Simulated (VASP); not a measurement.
Crystal: Al2BAs3.

```
Al B As
1.0
     1.88960   -3.38894   -0.03353
    -5.54863   -3.31955    0.03928
     0.09070   -0.04410   -9.28034
Al B As
4 2 6
Direct
  0.49699 0.51329 0.02109
  0.98781 0.98522 0.00510
  0.99765 0.69821 0.67190
  0.46004 0.16506 0.64766
  0.51834 0.82087 0.33090
  0.00750 0.31801 0.31663
  0.99567 0.99571 0.74966
  0.51235 0.50885 0.76445
  0.02392 0.65731 0.40034
  0.47349 0.17374 0.38669
  0.48160 0.81683 0.10341
  0.04463 0.34690 0.10216
```

| Property | Result |
| --- | --- |
| Program | VASP 6.6.1 |
| Task | relaxation of cell and atoms |
| Functional | PBE |
| Potentials or basis | VASP PAW PBE potentials, release 64 (Al, B, As) |
| Cutoff | 600 eV |
| k mesh | 4 × 2 × 2 |
| Occupations | gaussian, width 0.1 eV |
| Spin | no spin polarisation |

At the start: pressure 7.4 GPa; volume 19.39 Å³/atom.

Problem. Where does the relaxation end?

Solution. Over 26 steps the energy falls by 198.4 meV/atom and the volume is 20.39 Å³/atom (+5.2 %); space group P1 (No. 1, to 0.1 Å) before, P3m1 (No. 156, to 0.1 Å).

The path:
| step | energy change (eV) | largest force (eV/Å) | pressure (GPa) | volume (Å³) |
| --- | --- | --- | --- | --- |
| 1 | 0.0000 | 6.6161 | 7.39 | 232.69 |
| 2 | -1.1210 | 1.7900 | -3.37 | 263.66 |
| 3 | -1.9661 | 1.3242 | -0.54 | 248.28 |
| 4 | -1.9673 | 1.3537 | -0.45 | 247.96 |
| 5 | -2.2419 | 0.5136 | -0.88 | 247.95 |
| 6 | -2.2496 | 0.4525 | -0.88 | 247.94 |
| 7 | -2.3075 | 0.2979 | 0.27 | 244.15 |
| 8 | -2.3108 | 0.3290 | 0.64 | 243.03 |
| 9 | -2.3411 | 0.1839 | 0.18 | 244.13 |
| 10 | -2.3444 | 0.2069 | -0.02 | 244.62 |
| 11 | -2.3573 | 0.1590 | -0.14 | 244.99 |
| 12 | -2.3591 | 0.2036 | -0.20 | 245.18 |
| 13 | -2.3680 | 0.1022 | 0.09 | 244.37 |
| 14 | -2.3684 | 0.0969 | 0.17 | 244.16 |
| 15 | -2.3727 | 0.0927 | -0.02 | 244.75 |
| 16 | -2.3731 | 0.0980 | -0.09 | 244.99 |
| 17 | -2.3752 | 0.0653 | -0.01 | 244.82 |
| 18 | -2.3752 | 0.0657 | -0.01 | 244.82 |
| 19 | -2.3767 | 0.0635 | 0.05 | 244.65 |
| 20 | -2.3770 | 0.0888 | 0.08 | 244.56 |
| 21 | -2.3784 | 0.0635 | -0.02 | 244.87 |
| 22 | -2.3789 | 0.0577 | -0.15 | 245.26 |
| 23 | -2.3797 | 0.0391 | -0.11 | 245.14 |
| 24 | -2.3801 | 0.0384 | -0.04 | 244.95 |
| 25 | -2.3803 | 0.0278 | 0.00 | 244.82 |
| 26 | -2.3804 | 0.0195 | 0.03 | 244.72 |

Final structure:
```xyz
12
Lattice="1.9342 -3.3508 -0.0007 -5.7350 -3.3093 -0.0146 -0.0176 -0.0117 -9.5526" Properties=species:S:1:pos:R:3 pbc="T T T"
Al   -1.8931   -3.3289   -0.1075
Al   -5.7271   -3.3108   -0.1189
Al   -1.9016   -5.5616   -6.2694
Al    0.0008   -2.2295   -6.2641
B    -3.8231   -4.4417   -3.1344
B     0.0101   -4.4593   -3.1291
As    1.9159   -3.3588   -7.1995
As   -1.9192   -3.3387   -7.2012
As   -3.8280   -2.2118   -3.7842
As    0.0061   -2.2260   -3.7782
As   -3.8113   -4.4392   -1.0495
As   -1.9136   -1.1075   -1.0427
```

Caveat: the k points lie up to 0.47 Å⁻¹ apart in the final cell.
